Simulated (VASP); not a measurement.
# TlSi (Pm-3m) in VASP: single point with PBE

Aim: the single point of TlSi with PBE.

Program: VASP 6.6.1. These are calculated values, not measurements. Logs are shortened: lines on timing, memory, paths and dates and some standing lists are left out, and cuts for length are marked.

## 1. The cell of the first run

Symmetry: Pm-3m, No. 221, cubic system. The conventional cell has a = 3.561 Å, b = 3.561 Å, c = 3.561 Å, α = 90.00°, β = 90.00°, γ = 90.00°. Within 4.1 Å of Tl (site symmetry m-3m) lie 8 Si at 3.08 Å and 6 Tl at 3.56 Å. Si (site symmetry m-3m) has 8 Tl at 3.08 Å and 6 Si at 3.56 Å within 4.1 Å.

## 2. Single point, PBE

The input, INCAR:

```
ALGO     = Normal         # electronic algorithm
EDIFF    = 1E-6           # SCF threshold, eV
ENCUT    = 500            # plane-wave cutoff, eV
GGA      = PE             # functional
GGA_COMPAT= F            
ISIF     = 2              # what is computed and relaxed
ISMEAR   = 0              # smearing method
LASPH    = T              # aspherical terms in the spheres
LCHARG   = F              # write CHGCAR
LREAL    = F              # projectors in reciprocal space
LWAVE    = F              # write WAVECAR
NBANDS   = 16             # bands
NELM     = 120            # most SCF steps
PREC     = Accurate       # precision mode
SIGMA    = 0.1            # smearing width, eV
```

The input, KPOINTS:

```
k-points
0
Gamma
  6 6 6
```

The input, POSCAR:

```
TlSi
1.0
    3.5611005977      0.0000000000      0.0000000000
    0.0000000000      3.5611005977      0.0000000000
    0.0000000000      0.0000000000      3.5611005977
Tl Si
1 1
Direct
    0.0000000000      0.0000000000      0.0000000000
    0.5000000000      0.5000000000      0.5000000000
```

Potentials or basis: VASP PAW PBE potentials, release 64 (Tl_d, Si).

Command:

```bash
$ cat potpaw_PBE.64/Tl_d/POTCAR potpaw_PBE.64/Si/POTCAR > POTCAR
$ mpirun -np 1 vasp_std > vasp.out
```

OUTCAR:

```text
EDIFF = 1E-6
   ENCUT = 500
   GGA = PE
   ISIF = 2
   ISMEAR = 0
   LASPH = T
   LREAL = F
   NELM = 120
   PREC = Accurate

 ion  position               nearest neighbor table
   1  0.000  0.000  0.000-   2 3.08   2 3.08   2 3.08   2 3.08   2 3.08   2 3.08   2 3.08   2 3.08

   2  0.500  0.500  0.500-   1 3.08   1 3.08   1 3.08   1 3.08   1 3.08   1 3.08   1 3.08   1 3.08

  LATTYP: Found a simple cubic cell.
 ALAT       =     3.5611005977

  Lattice vectors:

 A1 = (   3.5611005977,   0.0000000000,   0.0000000000)
 A2 = (   0.0000000000,   3.5611005977,   0.0000000000)
 A3 = (   0.0000000000,   0.0000000000,   3.5611005977)

Analysis of symmetry for initial positions (statically):
=====================================================================
 Subroutine PRICEL returns:
 Original cell was already a primitive cell.

 Routine SETGRP: Setting up the symmetry group for a
 simple cubic supercell.

 Subroutine GETGRP returns: Found 48 space group operations
 (whereof 48 operations were pure point group operations)
 out of a pool of 48 trial point group operations.

The static configuration has the point symmetry O_h .

Analysis of symmetry for dynamics (positions and initial velocities):
=====================================================================
 Subroutine PRICEL returns:
 Original cell was already a primitive cell.

 Routine SETGRP: Setting up the symmetry group for a
 simple cubic supercell.

 Subroutine GETGRP returns: Found 48 space group operations
 (whereof 48 operations were pure point group operations)
 out of a pool of 48 trial point group operations.

The dynamic configuration has the point symmetry O_h .

 Subroutine INISYM returns: Found 48 space group operations
 (whereof 48 operations are pure point group operations),
 and found     1 'primitive' translations

----------------------------------------------------------------------------------------

                                     Primitive cell

  volume of cell :      45.1599

  direct lattice vectors                    reciprocal lattice vectors
     3.561100598  0.000000000  0.000000000     0.280812061  0.000000000  0.000000000
     0.000000000  3.561100598  0.000000000     0.000000000  0.280812061  0.000000000
     0.000000000  0.000000000  3.561100598     0.000000000  0.000000000  0.280812061

  length of vectors
     3.561100598  3.561100598  3.561100598     0.280812061  0.280812061  0.280812061

  position of ions in fractional coordinates (direct lattice)
     0.000000000  0.000000000  0.000000000
     0.500000000  0.500000000  0.500000000

  ion indices of the primitive-cell ions
   primitive index   ion index
                 1           1
                 2           2

----------------------------------------------------------------------------------------

 KPOINTS: k-points

Automatic generation of k-mesh.
 Grid dimensions read from file:
 generate k-points for:    6    6    6

 Generating k-lattice:

  Cartesian coordinates                     Fractional coordinates (reciprocal lattice)
     0.046802010  0.000000000  0.000000000     0.166666667  0.000000000  0.000000000
     0.000000000  0.046802010  0.000000000     0.000000000  0.166666667  0.000000000
     0.000000000  0.000000000  0.046802010     0.000000000  0.000000000  0.166666667

  Length of vectors
     0.046802010  0.046802010  0.046802010

  Shift w.r.t. Gamma in fractional coordinates (k-lattice)
     0.000000000  0.000000000  0.000000000

 Subroutine IBZKPT returns following result:
 ===========================================

 Found     20 irreducible k-points:

 Following reciprocal coordinates:
            Coordinates               Weight
  0.000000  0.000000  0.000000      1.000000
  0.166667  0.000000  0.000000      6.000000
  0.333333  0.000000  0.000000      6.000000
  0.500000  0.000000  0.000000      3.000000
  0.166667  0.166667  0.000000     12.000000
  0.333333  0.166667  0.000000     24.000000
[... 12 lines left out ...]
  0.500000  0.500000  0.333333      6.000000
  0.500000  0.500000  0.500000      1.000000
   k-points           NKPTS =     20   k-points in BZ     NKDIM =     20   number of bands    NBANDS=     16
   number of dos      NEDOS =    301   number of ions     NIONS =      2
   total plane-waves  NPLWV =  21952
   dimension x,y,z NGX =    28 NGY =   28 NGZ =   28
   dimension x,y,z NGXF=    56 NGYF=   56 NGZF=   56
   ions per type =               1   1
   NGX,Y,Z   is equivalent  to a cutoff of  13.07, 13.07, 13.07 a.u.
   NGXF,Y,Z  is equivalent  to a cutoff of  26.14, 26.14, 26.14 a.u.
 SYSTEM =  unknown system
   PREC   = accura    normal or accurate (medium, high low for compatibility)
   ISTART =      0    job   : 0-new  1-cont  2-samecut
   ICHARG =      2    charge: 1-file 2-atom 10-const
   ISPIN  =      1    spin polarized calculation?
   LNONCOLLINEAR =      F non collinear calculations
   LSORBIT =      F    spin-orbit coupling
   LASPH  =      T    aspherical Exc in radial PAW
   ENCUT  =  500.0 eV  36.75 Ry    6.06 a.u.   6.49  6.49  6.49*2*pi/ulx,y,z
   NELM   =    120;   NELMIN=  2; NELMDL= -5     # of ELM steps
   EDIFF  = 0.1E-05   stopping-criterion for ELM
   LREAL  =      F    real-space projection
   EDIFFG = 0.1E-04   stopping-criterion for IOM
   NSW    =      0    number of steps for IOM
   IBRION =     -1    ionic relax: 0-MD 1-quasi-New 2-CG
   NFREE  =      0    steps in history (QN), initial steepest desc. (CG)
   ISIF   =      2    stress and relaxation
   ISYM   =      2    0-nonsym 1-usesym 2-fastsym
   POTIM  = 0.5000    time-step for ionic-motion
   TEBEG  =    0.0;   TEEND  =   0.0 temperature during run
   PSTRESS=    0.0 pullay stress
   NELECT =      17.0000    total number of electrons
   NUPDOWN=      -1.0000    fix difference up-down
   EMIN   =  10.00;   EMAX   =-10.00  energy-range for DOS
   EFERMI =   0.00;   METHOD = LEGACY
   ISMEAR =     0;   SIGMA  =   0.10  broadening in eV -4-tet -1-fermi 0-gaus
   EFERMI_NEDOS =   21; number of points for ismear=-14 and -15
   IALGO  =     38    algorithm
   IMIX   =      4    mixing-type and parameters
     AMIX     =   0.40;   BMIX     =  1.00
     AMIX_MAG =   1.60;   BMIX_MAG =  1.00
  volume/ion in A,a.u.               =      22.58       152.38
  Fermi-wavevector in a.u.,A,eV,Ry     =   1.182062  2.233773 19.011018  1.397270
  Thomas-Fermi vector in A             =   2.318323
   LORBIT       =      0    0 simple, 1 ext, 2 COOP (PROOUT), +10 PAW based schemes
   GGA     = PE    functional components
   LHFCALC =     F    Hartree Fock is set to
   AEXX    =    0.0000 exact exchange contribution
   IVDW    =     0    specifies the selected vdW correction
   LEPSILON=     F    determine dielectric tensor
   LRPA    =     F    only Hartree local field effects (RPA)
 non-spin polarized calculation
 Gauss-broadening in eV      SIGMA  =   0.10
  energy-cutoff  :      500.00
  volume of cell :       45.16
 maximum number of plane-waves:      1189
 NGX is ok and might be reduce to    28
   NGX = 13   NGY = 13   NGZ = 13

 number of electron      17.0000004 magnetization

 Free energy of the ion-electron system (eV)
  ---------------------------------------------------
  ext. energy  EPLUGINS =         0.00000000
  ---------------------------------------------------
  free energy    TOTEN  =        -6.23178218 eV

  energy without entropy =       -6.21936278  energy(sigma->0) =       -6.22557248

 E-fermi :   7.2592     XC(G=0): -10.4483

 val. band max:        7.2386089741   @ k =   0.3333   0.1667   0.1667
 cond. band min:       7.3401332132   @ k =   0.5000   0.1667   0.0000
 fundamental gap:      0.1015242390
 Fermi energy:         7.2592413016

 k-point     1 :       0.0000    0.0000    0.0000
  band No.  band energies     occupation
      1      -4.4524      2.00000
      2      -4.4524      2.00000
      3      -4.0857      2.00000
      4      -4.0187      2.00000
      5      -4.0187      2.00000
      6      -4.0187      2.00000
[... 8 lines left out ...]
     15      17.6638      0.00000
     16      20.0719      0.00000

 k-point     2 :       0.1667    0.0000    0.0000
  band No.  band energies     occupation
      1      -4.4415      2.00000
      2      -4.3804      2.00000
      3      -4.0630      2.00000
      4      -4.0630      2.00000
      5      -4.0139      2.00000
      6      -3.7313      2.00000
[... 8 lines left out ...]
     15      16.2183      0.00000
     16      19.8528      0.00000

 k-point     3 :       0.3333    0.0000    0.0000
  band No.  band energies     occupation
      1      -4.4196      2.00000
      2      -4.2545      2.00000
      3      -4.1494      2.00000
      4      -4.1494      2.00000
      5      -4.0043      2.00000
      6      -2.6594      2.00000
[... 8 lines left out ...]
     15      18.0323      0.00000
     16      18.3231      0.00000

 k-point     4 :       0.5000    0.0000    0.0000
  band No.  band energies     occupation
      1      -4.4086      2.00000
      2      -4.1929      2.00000
      3      -4.1916      2.00000
      4      -4.1916      2.00000
      5      -3.9995      2.00000
      6      -1.2113      2.00000
[... 8 lines left out ...]
     15      17.3418      0.00000
     16      19.6776      0.00000

 k-point     5 :       0.1667    0.1667    0.0000
  band No.  band energies     occupation
      1      -4.4028      2.00000
      2      -4.3185      2.00000
      3      -4.1557      2.00000
      4      -4.0618      2.00000
      5      -4.0519      2.00000
      6      -3.3493      2.00000
[... 8 lines left out ...]
     15      16.8543      0.00000
     16      18.3597      0.00000

 k-point     6 :       0.3333    0.1667    0.0000
  band No.  band energies     occupation
      1      -4.3703      2.00000
      2      -4.2745      2.00000
      3      -4.1787      2.00000
      4      -4.1410      2.00000
      5      -4.0442      2.00000
      6      -2.2734      2.00000
[... 8 lines left out ...]
     15      18.2653      0.00000
     16      18.2915      0.00000
[... 191 lines left out ...]
 k-point    17 :       0.3333    0.3333    0.3333
  band No.  band energies     occupation
      1      -4.4109      2.00000
      2      -4.3156      2.00000
      3      -4.3156      2.00000
      4      -3.9855      2.00000
      5      -3.9855      2.00000
      6       0.1326      2.00000
[... 8 lines left out ...]
     15      19.3706      0.00000
     16      19.8826      0.00000

 k-point    18 :       0.5000    0.3333    0.3333
  band No.  band energies     occupation
      1      -4.4503      2.00000
      2      -4.3752      2.00000
      3      -4.3109      2.00000
      4      -3.9805      2.00000
      5      -3.8798      2.00000
      6       1.2876      2.00000
[... 8 lines left out ...]
     15      20.4982      0.00000
     16      21.9380      0.00000

 k-point    19 :       0.5000    0.5000    0.3333
  band No.  band energies     occupation
      1      -4.4875      2.00000
      2      -4.3704      2.00000
      3      -4.3704      2.00000
      4      -3.9290      2.00000
      5      -3.8144      2.00000
      6       1.7709      2.00000
[... 8 lines left out ...]
     15      22.9593      0.00000
     16      22.9594      0.00000

 k-point    20 :       0.5000    0.5000    0.5000
  band No.  band energies     occupation
      1      -4.4375      2.00000
      2      -4.4375      2.00000
      3      -4.4375      2.00000
      4      -3.8121      2.00000
      5      -3.8121      2.00000
      6       1.9383      2.00000
[... 8 lines left out ...]
     15      23.6882      0.00000
     16      25.2316      0.00000

------------------------ aborting loop because EDIFF is reached ----------------------------------------

  FORCE on cell =-STRESS in cart. coord.  units (eV):
  Direction    XX          YY          ZZ          XY          YZ          ZX
  --------------------------------------------------------------------------------------
  -------------------------------------------------------------------------------------
  Total        0.5982569      0.5982569      0.5982569     -0.0000000     -0.0000000      0.0000000
  in kB       21.2248961     21.2248961     21.2248961     -0.0000000     -0.0000000      0.0000000
  external PRESSURE =      21.2248961 kB  Pullay stress =       0.0000000 kB

 VOLUME and BASIS-vectors are now :
 -----------------------------------------------------------------------------
  energy-cutoff  :      500.00
  volume of cell :       45.16
      direct lattice vectors                 reciprocal lattice vectors
     3.561100598  0.000000000  0.000000000     0.280812061  0.000000000  0.000000000
     0.000000000  3.561100598  0.000000000     0.000000000  0.280812061  0.000000000
     0.000000000  0.000000000  3.561100598     0.000000000  0.000000000  0.280812061

 POSITION                                       TOTAL-FORCE (eV/Angst)
 -----------------------------------------------------------------------------------
      0.00000      0.00000      0.00000         0.000000      0.000000      0.000000
      1.78055      1.78055      1.78055         0.000000      0.000000      0.000000
 -----------------------------------------------------------------------------------
    total drift:                               -0.000000      0.000000     -0.000000

  FREE ENERGIE OF THE ION-ELECTRON SYSTEM (eV)
  ---------------------------------------------------
  free  energy   TOTEN  =        -6.2317821763 eV

  energy  without entropy=       -6.2193627848  energy(sigma->0) =       -6.22557248
```

Run time: 18 s. Hardware: 1 thread of Intel Xeon 8259CL, shared host; peak memory 0.16 GiB.

Results:

```yaml
Free_energy: -6.2318 eV
Pressure: 2.1 GPa
```

Levels at points of the mesh, in eV from the Fermi level:
```csv
k point,band 5,band 6,band 7,band 8,band 9,band 10,band 11,band 12,band 13,band 14
"(0.00, 0.00, 0.00)",-11.28,-11.28,-1.30,0.15,0.15,0.15,4.90,4.90,10.40,10.40
"(0.50, 0.00, 0.00)",-11.26,-8.47,-7.82,2.51,2.51,3.28,3.61,4.65,4.65,5.37
"(0.50, 0.50, 0.00)",-11.08,-5.85,-5.28,-4.10,-4.10,2.78,7.06,7.06,7.94,7.98
"(0.50, 0.50, 0.50)",-11.07,-5.32,-3.20,-0.81,-0.81,-0.81,-0.30,-0.30,-0.30,16.43
```

Caveat: spin-orbit coupling is left out, which moves the levels of the heavy elements.
